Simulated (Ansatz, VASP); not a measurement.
## BaTiO3: VASP beside Ansatz

```
Ba Ti O
1.0
     4.03795    0.00000    0.00000
     0.00000    2.87423    2.88259
     0.00000   -2.87423    2.88259
Ba Ti O
1 1 3
Direct
  0.00000 0.00000 0.00000
  0.50000 0.51240 0.51240
  0.00000 0.48740 0.48740
  0.50000 0.50524 0.99184
  0.50000 0.99184 0.50524
```

Alike in both runs: task single point; functional r2SCAN; k mesh 6 × 6 × 6; no spin polarisation.

```csv
,VASP,Ansatz
version,VASP 6.6.1,Ansatz 0.2.0
potentials or method,"VASP PAW PBE potentials, release 64 (Ba_sv, Ti_sv, O), cutoff 520 eV","plane waves, PAW"
occupations,"gaussian, width 0.01 eV",fixed
valence electrons in the cell,40,40
```

```csv
,VASP,Ansatz,Ansatz less VASP
pressure (GPa),-5.5,-7.2,-1.69
"traceless stress, the component that is largest in VASP (GPa)",-0.36,-0.37,-0.007
```

VASP's potentials were made for PBE, not for r2SCAN.

Spin-orbit coupling is off throughout.
